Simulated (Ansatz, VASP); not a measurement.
# One calculation of Bi2Se3, two programs

```
CELL_PARAMETERS angstrom
2.09366 1.20877 10.69488
-2.09366 1.20877 10.69488
0.00000 -2.41755 10.69488
ATOMIC_POSITIONS crystal
Bi 0.39559 0.39559 0.39559
Bi 0.60441 0.60441 0.60441
Se 0.00000 0.00000 0.00000
Se 0.22103 0.22103 0.22103
Se 0.77897 0.77897 0.77897
```

Change from the starting cell: strain +0.000 along x and y, +0.025 along z, atoms carried along.

Alike in both runs: task single point; functional PBE; k mesh 6 × 6 × 6; occupations gaussian, width 0.05 eV; no spin polarisation.

|  | VASP | Ansatz |
| --- | --- | --- |
| version | VASP 6.6.1 | Ansatz 0.2.0 |
| potentials or method | VASP PAW PBE potentials, release 64 (Bi_d, Se), cutoff 520 eV | scalar-relativistic, plane waves, PAW |
| valence electrons in the cell | 48 | 78 |

VASP gave:

- gap on the k mesh at the Fermi level (eV): 0.79
- least direct gap on the mesh (eV): 0.80
- pressure (GPa): -1.2
- traceless stress, the component that is largest in VASP (GPa): -0.57
- rms of the force components (eV/Å): 0.094

Problem. What did Ansatz give for the same quantities?

Solution. gap on the k mesh at the Fermi level (eV): 0.79; least direct gap on the mesh (eV): 0.80; pressure (GPa): -1.2; traceless stress, the component that is largest in VASP (GPa): -0.58; rms of the force components (eV/Å): 0.098.

Atom by atom the forces differ by 0.005 eV/Å (rms over components). VASP's potentials hold 48 valence electrons a cell and Ansatz's 78, so a difference there can come from the potentials and not from the codes.

Spin-orbit coupling is off throughout.
